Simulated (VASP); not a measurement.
# La2O3 (P-3m1) in VASP: a series of runs

Aim: see how the results for La2O3 move with the level of theory and the settings. Levels: PBE+D4, PBE+D3(BJ), RPBE. Tasks: single point.

Program: VASP 6.6.1. These are calculated values, not measurements. Logs are shortened: lines on timing, memory, paths and dates and some standing lists are left out, and cuts for length are marked.

## Step 1: The cell of the first run

The structure is trigonal, space group P-3m1 (No. 164). Conventional cell: a = 3.919 Å, b = 3.919 Å, c = 6.103 Å, α = 90.00°, β = 90.00°, γ = 120.00°. La (site symmetry 3m) has 7 O at 2.36 to 2.72 Å within 3.1 Å. O (site symmetry 3m) has 4 La at 2.36 to 2.44 Å and 3 O at 2.88 Å within 3.1 Å. O (site symmetry -3m) has 6 La at 2.72 Å and 6 O at 3.13 Å within 3.6 Å.

## Step 2: Single point, PBE+D4

Input file INCAR:

```
  PREC = Accurate
  ENCUT = 520
  EDIFF = 1E-6
  ISMEAR = -1
  SIGMA = 0.02
  LREAL = False
  LASPH = True
  NELM = 100
  ALGO = Normal
  ISIF = 2
  LWAVE = False
  LCHARG = False
  GGA = PE
  IVDW = 13
  NBANDS = 28
```

Input file KPOINTS:

```
Automatic mesh
0
Gamma
  6 6 4
```

Input file POSCAR:

```
La2O3
1.0
    3.9194743819      0.0000000000      0.0000000000
   -1.9597371909      3.3943643842      0.0000000000
    0.0000000000      0.0000000000      6.1032719185
La O
2 3
Direct
    0.6666666667      0.3333333333      0.7539296590
    0.3333333333      0.6666666667      0.2460703410
    0.6666666667      0.3333333333      0.3539186479
    0.3333333333      0.6666666667      0.6460813521
    0.0000000000      0.0000000000      0.0000000000
```

Potentials or basis: VASP PAW PBE potentials, release 64 (La, O).

Started as:

```bash
> cat potpaw_PBE.64/La/POTCAR potpaw_PBE.64/O/POTCAR > POTCAR
> mpirun -np 1 vasp_std > vasp.out
```

OUTCAR:

```text
PREC = Accurate
   ENCUT = 520
   EDIFF = 1E-6
   ISMEAR = -1
   LREAL = False
   LASPH = True
   NELM = 100
   ISIF = 2
   GGA = PE
   IVDW = 13

 ion  position               nearest neighbor table
   1  0.667  0.333  0.754-   4 2.36   4 2.36   4 2.36   3 2.44   5 2.72   5 2.72   5 2.72
   2  0.333  0.667  0.246-   3 2.36   3 2.36   3 2.36   4 2.44   5 2.72   5 2.72   5 2.72
   3  0.667  0.333  0.354-   2 2.36   2 2.36   2 2.36   1 2.44
   4  0.333  0.667  0.646-   1 2.36   1 2.36   1 2.36   2 2.44
   5  0.000  0.000  0.000-   1 2.72   2 2.72   2 2.72   1 2.72   1 2.72   2 2.72

  LATTYP: Found a hexagonal cell.
 ALAT       =     3.9194743819
 C/A-ratio  =     1.5571659166

  Lattice vectors:

 A1 = (   3.9194743819,   0.0000000000,   0.0000000000)
 A2 = (  -1.9597371909,   3.3943643842,   0.0000000000)
 A3 = (   0.0000000000,   0.0000000000,   6.1032719185)

Analysis of symmetry for initial positions (statically):
=====================================================================
 Subroutine PRICEL returns:
 Original cell was already a primitive cell.

 Routine SETGRP: Setting up the symmetry group for a
 hexagonal supercell.

 Subroutine GETGRP returns: Found 12 space group operations
 (whereof 12 operations were pure point group operations)
 out of a pool of 24 trial point group operations.

The static configuration has the point symmetry D_3d.

Analysis of symmetry for dynamics (positions and initial velocities):
=====================================================================
 Subroutine PRICEL returns:
 Original cell was already a primitive cell.

 Routine SETGRP: Setting up the symmetry group for a
 hexagonal supercell.

 Subroutine GETGRP returns: Found 12 space group operations
 (whereof 12 operations were pure point group operations)
 out of a pool of 24 trial point group operations.

The dynamic configuration has the point symmetry D_3d.

 Subroutine INISYM returns: Found 12 space group operations
 (whereof 12 operations are pure point group operations),
 and found     1 'primitive' translations

----------------------------------------------------------------------------------------

                                     Primitive cell

  volume of cell :      81.1987

  direct lattice vectors                    reciprocal lattice vectors
     3.919474382  0.000000000  0.000000000     0.255136251  0.147302983  0.000000000
    -1.959737191  3.394364384  0.000000000     0.000000000  0.294605966  0.000000000
     0.000000000  0.000000000  6.103271918     0.000000000  0.000000000  0.163846542

  length of vectors
     3.919474382  3.919474382  6.103271918     0.294605966  0.294605966  0.163846542

  position of ions in fractional coordinates (direct lattice)
     0.666666667  0.333333333  0.753929659
     0.333333333  0.666666667  0.246070341
     0.666666667  0.333333333  0.353918648
     0.333333333  0.666666667  0.646081352
     0.000000000  0.000000000  0.000000000

  ion indices of the primitive-cell ions
   primitive index   ion index
                 1           1
                 2           2
                 3           3
                 4           4
                 5           5

----------------------------------------------------------------------------------------

 KPOINTS: Automatic mesh

Automatic generation of k-mesh.
 Grid dimensions read from file:
 generate k-points for:    6    6    4

 Generating k-lattice:

  Cartesian coordinates                     Fractional coordinates (reciprocal lattice)
     0.042522709  0.024550497  0.000000000     0.166666667 -0.000000000  0.000000000
     0.000000000  0.049100994  0.000000000     0.000000000  0.166666667  0.000000000
     0.000000000  0.000000000  0.040961636     0.000000000  0.000000000  0.250000000

  Length of vectors
     0.049100994  0.049100994  0.040961636

  Shift w.r.t. Gamma in fractional coordinates (k-lattice)
     0.000000000  0.000000000  0.000000000

 Subroutine IBZKPT returns following result:
 ===========================================

 Found     24 irreducible k-points:

 Following reciprocal coordinates:
            Coordinates               Weight
  0.000000  0.000000  0.000000      1.000000
  0.166667  0.000000  0.000000      6.000000
  0.333333  0.000000  0.000000      6.000000
  0.500000  0.000000  0.000000      3.000000
  0.166667  0.166667  0.000000      6.000000
  0.333333  0.166667  0.000000     12.000000
[... 16 lines left out ...]
  0.333333  0.166667  0.500000     12.000000
  0.333333  0.333333  0.500000      2.000000
   k-points           NKPTS =     24   k-points in BZ     NKDIM =     24   number of bands    NBANDS=     28
   number of dos      NEDOS =    301   number of ions     NIONS =      5
   total plane-waves  NPLWV =  43200
   dimension x,y,z NGX =    30 NGY =   30 NGZ =   48
   dimension x,y,z NGXF=    60 NGYF=   60 NGZF=   96
   ions per type =               2   3
   NGX,Y,Z   is equivalent  to a cutoff of  12.72, 12.72, 13.07 a.u.
   NGXF,Y,Z  is equivalent  to a cutoff of  25.45, 25.45, 26.15 a.u.
 SYSTEM =  unknown system
   PREC   = accura    normal or accurate (medium, high low for compatibility)
   ISTART =      0    job   : 0-new  1-cont  2-samecut
   ICHARG =      2    charge: 1-file 2-atom 10-const
   ISPIN  =      1    spin polarized calculation?
   LNONCOLLINEAR =      F non collinear calculations
   LSORBIT =      F    spin-orbit coupling
   LASPH  =      T    aspherical Exc in radial PAW
   ENCUT  =  520.0 eV  38.22 Ry    6.18 a.u.   7.29  7.29 11.35*2*pi/ulx,y,z
   NELM   =    100;   NELMIN=  2; NELMDL= -5     # of ELM steps
   EDIFF  = 0.1E-05   stopping-criterion for ELM
   LREAL  =      F    real-space projection
   EDIFFG = 0.1E-04   stopping-criterion for IOM
   NSW    =      0    number of steps for IOM
   IBRION =     -1    ionic relax: 0-MD 1-quasi-New 2-CG
   NFREE  =      0    steps in history (QN), initial steepest desc. (CG)
   ISIF   =      2    stress and relaxation
   ISYM   =      2    0-nonsym 1-usesym 2-fastsym
   POTIM  = 0.5000    time-step for ionic-motion
   TEBEG  =    0.0;   TEEND  =   0.0 temperature during run
   PSTRESS=    0.0 pullay stress
   NELECT =      40.0000    total number of electrons
   NUPDOWN=      -1.0000    fix difference up-down
   EMIN   =  10.00;   EMAX   =-10.00  energy-range for DOS
   EFERMI =   0.00;   METHOD = LEGACY
   ISMEAR =    -1;   SIGMA  =   0.02  broadening in eV -4-tet -1-fermi 0-gaus
   EFERMI_NEDOS =   21; number of points for ismear=-14 and -15
   IALGO  =     38    algorithm
   IMIX   =      4    mixing-type and parameters
     AMIX     =   0.40;   BMIX     =  1.00
     AMIX_MAG =   1.60;   BMIX_MAG =  1.00
  volume/ion in A,a.u.               =      16.24       109.59
  Fermi-wavevector in a.u.,A,eV,Ry     =   1.292940  2.443303 22.744788  1.671695
  Thomas-Fermi vector in A             =   2.424617
   LORBIT       =      0    0 simple, 1 ext, 2 COOP (PROOUT), +10 PAW based schemes
   GGA     = PE    functional components
   LHFCALC =     F    Hartree Fock is set to
   AEXX    =    0.0000 exact exchange contribution
   IVDW    =    13    specifies the selected vdW correction
   LEPSILON=     F    determine dielectric tensor
   LRPA    =     F    only Hartree local field effects (RPA)
 non-spin polarized calculation
  energy-cutoff  :      520.00
  volume of cell :       81.20
 maximum number of plane-waves:      2214
 NGX is ok and might be reduce to    30
   NGX = 15   NGY = 15   NGZ = 23

 number of electron      39.9999993 magnetization

 Free energy of the ion-electron system (eV)
  ---------------------------------------------------
  ext. energy  EPLUGINS =         0.00000000
  ---------------------------------------------------
  free energy    TOTEN  =       -41.80933716 eV

  energy without entropy =      -41.80933716  energy(sigma->0) =      -41.80933716

 E-fermi :   6.5734     XC(G=0): -10.5079

 val. band max:        6.0486003688   @ k =   0.5000   0.0000   0.5000
 cond. band min:       9.9221095489   @ k =   0.5000   0.0000   0.0000
 fundamental gap:      3.8735091801
 Fermi energy:         6.5733627801

 k-point     1 :       0.0000    0.0000    0.0000
  band No.  band energies     occupation
      1     -23.7488      2.00000
      2     -23.4979      2.00000
      3     -10.9165      2.00000
      4      -9.6567      2.00000
      5      -9.2072      2.00000
      6      -7.2111      2.00000
[... 20 lines left out ...]
     27      11.4643      0.00000
     28      11.6833      0.00000

 k-point     2 :       0.1667    0.0000    0.0000
  band No.  band energies     occupation
      1     -23.7010      2.00000
      2     -23.4787      2.00000
      3     -10.9259      2.00000
      4     -10.1243      2.00000
      5      -9.5144      2.00000
      6      -7.3178      2.00000
[... 20 lines left out ...]
     27      11.5897      0.00000
     28      11.6637      0.00000

 k-point     3 :       0.3333    0.0000    0.0000
  band No.  band energies     occupation
      1     -23.5942      2.00000
      2     -23.4485      2.00000
      3     -11.1176      2.00000
      4     -10.8613      2.00000
      5      -9.5571      2.00000
      6      -7.5037      2.00000
[... 20 lines left out ...]
     27      11.5397      0.00000
     28      11.5609      0.00000

 k-point     4 :       0.5000    0.0000    0.0000
  band No.  band energies     occupation
      1     -23.5268      2.00000
      2     -23.4459      2.00000
      3     -11.2321      2.00000
      4     -11.2142      2.00000
      5      -9.3502      2.00000
      6      -7.8445      2.00000
[... 578 lines left out ...]
     27      11.4917      0.00000
     28      11.5974      0.00000

 k-point    23 :       0.3333    0.1667    0.5000
  band No.  band energies     occupation
      1     -23.4920      2.00000
      2     -23.4803      2.00000
      3     -11.3553      2.00000
      4     -11.1528      2.00000
      5      -9.4610      2.00000
      6      -7.6135      2.00000
[... 20 lines left out ...]
     27      11.5045      0.00000
     28      11.5113      0.00000

 k-point    24 :       0.3333    0.3333    0.5000
  band No.  band energies     occupation
      1     -23.4682      2.00000
      2     -23.4682      2.00000
      3     -11.3034      2.00000
      4     -11.3034      2.00000
      5      -9.7182      2.00000
      6      -7.8198      2.00000
[... 20 lines left out ...]
     27      11.4762      0.00000
     28      11.5078      0.00000

------------------------ aborting loop because EDIFF is reached ----------------------------------------

  DFT-D4 for vdW energy calculation

  Edisp (eV):   -1.30820

  FORCE on cell =-STRESS in cart. coord.  units (eV):
  Direction    XX          YY          ZZ          XY          YZ          ZX
  --------------------------------------------------------------------------------------
  -------------------------------------------------------------------------------------
  Total      -0.15870    -0.15870    -0.11824    -0.00000     0.00000     0.00000
  in kB      -3.13150    -3.13150    -2.33307    -0.00000     0.00000     0.00000
  external pressure =       -2.87 kB  Pullay stress =        0.00 kB

 VOLUME and BASIS-vectors are now :
 -----------------------------------------------------------------------------
  energy-cutoff  :      520.00
  volume of cell :       81.20
      direct lattice vectors                 reciprocal lattice vectors
     3.919474382  0.000000000  0.000000000     0.255136251  0.147302983  0.000000000
    -1.959737191  3.394364384  0.000000000     0.000000000  0.294605966  0.000000000
     0.000000000  0.000000000  6.103271918     0.000000000  0.000000000  0.163846542

 POSITION                                       TOTAL-FORCE (eV/Angst)
 -----------------------------------------------------------------------------------
      1.95974      1.13145      4.60144         0.000000      0.000000     -0.012337
     -0.00000      2.26291      1.50183        -0.000000      0.000000      0.012337
      1.95974      1.13145      2.16006         0.000000     -0.000000     -0.005107
     -0.00000      2.26291      3.94321        -0.000000      0.000000      0.005107
      0.00000      0.00000      0.00000        -0.000000      0.000000      0.000000
 -----------------------------------------------------------------------------------
    total drift:                               -0.000000      0.000000     -0.000000

  FREE ENERGIE OF THE ION-ELECTRON SYSTEM (eV)
  ---------------------------------------------------
  free  energy   TOTEN  =       -43.1175374271 eV

  energy  without entropy=      -43.1175374271  energy(sigma->0) =      -43.11753743
```

It took 2.2 min on 1 thread of Intel Xeon Platinum 8259CL at 2.50GHz (Skylake/Cascade Lake), shared host; peak memory 0.22 GiB.

Results:

```
Free energy                : -43.1175 eV
Pressure                   : -0.3 GPa
Largest force              : 0.012 eV/Å
Band gap on the k mesh     : 3.87 eV, indirect (least direct gap 3.97 eV)
Dispersion energy per atom : -0.262 eV
```

Forces in eV/Å, atoms in the order of the input:
```
La   0.000  0.000 -0.012
La   0.000  0.000  0.012
O    0.000  0.000 -0.005
O    0.000  0.000  0.005
O    0.000  0.000  0.000
```

Caveat: spin-orbit coupling is left out, which moves the levels of the heavy elements. A k mesh can miss the band edges.

## Step 3: Single point, PBE+D3(BJ)

Input file INCAR:

```
SYSTEM = La2O3
PREC     = Accurate       ! precision mode
ENCUT    = 520            ! plane-wave cutoff, eV
EDIFF    = 1E-7           ! SCF threshold, eV
ISMEAR   = -1             ! smearing method
SIGMA    = 0.02           ! smearing width, eV
LREAL    = .False.        ! projectors in reciprocal space
LASPH    = .True.         ! aspherical terms in the spheres
NELM     = 100            ! most SCF steps
ALGO     = Normal         ! electronic algorithm
ISIF     = 2              ! what is computed and relaxed
LWAVE    = .False.        ! write WAVECAR
LCHARG   = .True.         ! write CHGCAR
GGA      = PE             ! functional
IVDW     = 12             ! dispersion correction
LELF     = .True.         ! ELF
LVHAR    = .True.       
NBANDS   = 28             ! bands
```

Input file KPOINTS:

```
regular mesh
0
Gamma
  6 6 4
  0 0 0
```

Input file POSCAR:

```
La2O3
1.0
    3.9224146312      0.0000000000      0.0000000000
   -1.9612073156      3.3969107148      0.0000000000
    0.0000000000      0.0000000000      6.1006015518
La O
2 3
Direct
    0.6666666667      0.3333333333      0.7542478947
    0.3333333333      0.6666666667      0.2457521053
    0.6666666667      0.3333333333      0.3538898501
    0.3333333333      0.6666666667      0.6461101499
    0.0000000000      0.0000000000      0.0000000000
```

Potentials or basis: VASP PAW PBE potentials, release 64 (La, O).

Started as:

```bash
> cat potpaw_PBE.64/La/POTCAR potpaw_PBE.64/O/POTCAR > POTCAR
> mpirun -np 1 vasp_std > vasp.out
```

It took 2 min on 1 thread of Intel Xeon Platinum 8259CL at 2.50GHz (Skylake/Cascade Lake), shared host; peak memory 0.23 GiB.

It converged, with:

```yaml
Free_energy: -43.1122 eV
Pressure: -0.3 GPa
Largest_force: 0.013 eV/Å
Band_gap_on_the_k_mesh: 3.87 eV, indirect (least direct gap 3.98 eV)
Dispersion_energy_per_atom: -0.260 eV
```

Forces on the atoms (eV/Å):
```
La   0.000  0.000 -0.013
La   0.000  0.000  0.013
O    0.000  0.000 -0.004
O    0.000  0.000  0.004
O    0.000  0.000  0.000
```

Levels at points of the mesh, in eV from the valence-band top:
```tsv
k point	band 18	band 19	band 20	band 21	band 22	band 23
(0.00, 0.00, 0.00)	-0.39	-0.39	-0.12	4.34	4.61	4.61
(0.50, 0.00, 0.00)	-0.65	-0.41	-0.30	3.87	4.74	5.20
(0.00, 0.00, 0.50)	-0.79	-0.29	-0.29	4.72	4.74	4.74
(0.50, 0.00, 0.50)	-0.71	-0.36	0.00	4.42	4.65	5.09
```

Caveat: spin-orbit coupling is left out, which moves the levels of the heavy elements.

## Step 4: Single point, RPBE

This run uses another cell than the first one, of 17.12 Å³/atom, 1.054 times its volume.

Input file INCAR:

```
PREC     = Accurate       # precision mode
ENCUT    = 520            # plane-wave cutoff, eV
EDIFF    = 1E-6           # SCF threshold, eV
ISMEAR   = -1             # smearing method
SIGMA    = 0.02           # smearing width, eV
LREAL    = F              # projectors in reciprocal space
LASPH    = T              # aspherical terms in the spheres
NELM     = 80             # most SCF steps
ALGO     = Normal         # electronic algorithm
ISIF     = 2              # what is computed and relaxed
LWAVE    = F              # write WAVECAR
LCHARG   = T              # write CHGCAR
GGA      = RP             # functional
LELF     = T              # ELF
LVHAR    = T            
NBANDS   = 28             # bands
```

Input file KPOINTS:

```
Automatic mesh
0
Gamma
  6 6 4
```

Input file POSCAR:

```
La2O3
1.0
    3.9637468647      0.0000000000      0.0000000000
   -1.9818734323      3.4327054790      0.0000000000
    0.0000000000      0.0000000000      6.2894530443
La O
2 3
Direct
    0.6666666667      0.3333333333      0.7512234346
    0.3333333333      0.6666666667      0.2487765654
    0.6666666667      0.3333333333      0.3550105576
    0.3333333333      0.6666666667      0.6449894424
    0.0000000000      0.0000000000      0.0000000000
```

Started as:

```bash
> cat potpaw_PBE.64/La/POTCAR potpaw_PBE.64/O/POTCAR > POTCAR
> mpirun -np 1 vasp_std > vasp.out
```

Wall time 2 min (1 thread of Intel Xeon Platinum 8259CL at 2.50GHz (Skylake/Cascade Lake), shared host); peak memory 0.23 GiB.

It converged, with:

* Free energy: -39.9108 eV
* Pressure: -0.3 GPa
* Largest force: 0.017 eV/Å
* Band gap on the k mesh: 3.89 eV, indirect (least direct gap 4.08 eV)

Forces on the atoms (eV/Å):
```
La   0.000  0.000 -0.017
La   0.000  0.000  0.017
O    0.000  0.000 -0.005
O    0.000  0.000  0.005
O    0.000  0.000  0.000
```

Levels at points of the mesh, in eV from the valence-band top:
| k point | band 17 | band 18 | band 19 | band 20 | band 21 | band 22 | band 23 | band 24 |
| --- | --- | --- | --- | --- | --- | --- | --- | --- |
| (0.00, 0.00, 0.00) | -1.52 | -0.28 | -0.28 | -0.05 | 4.26 | 4.61 | 4.61 | 4.97 |
| (0.50, 0.00, 0.00) | -0.70 | -0.65 | -0.37 | -0.26 | 3.89 | 4.59 | 4.93 | 5.03 |
| (0.00, 0.00, 0.50) | -0.92 | -0.67 | -0.21 | -0.21 | 4.57 | 4.67 | 4.67 | 4.74 |
| (0.50, 0.00, 0.50) | -0.95 | -0.61 | -0.34 | 0.00 | 4.31 | 4.54 | 4.85 | 4.97 |

Caveat: the PAW data sets were made with another functional, which shifts forces and pressure a little; spin-orbit coupling is left out, which moves the levels of the heavy elements.

## Step 5: Summary

```tsv
level	cell	gap on the mesh (eV)	pressure (GPa)	largest force (eV/Å)
PBE+D4	a = 3.919, b = 3.919, c = 6.103 Å, angles 90.0, 90.0, 120.0°, 5 atoms	3.87	-0.3	0.01
PBE+D3(BJ)	a = 3.922, b = 3.922, c = 6.101 Å, angles 90.0, 90.0, 120.0°, 5 atoms	3.87	-0.3	0.01
RPBE	a = 3.964, b = 3.964, c = 6.289 Å, angles 90.0, 90.0, 120.0°, 5 atoms	3.89	-0.3	0.02
```

Alike in all rows: task single point; potentials or basis VASP PAW PBE potentials, release 64 (La, O); no spin polarisation; k mesh 6 × 6 × 4; cutoff (eV) 520; smearing fermi-dirac 0.02 eV.

Caveats: spin-orbit coupling is left out, which moves the levels of the heavy elements; the PAW data sets were made with another functional, which shifts forces and pressure a little (some runs).

Absolute energies hang on the potentials; compare differences alone.
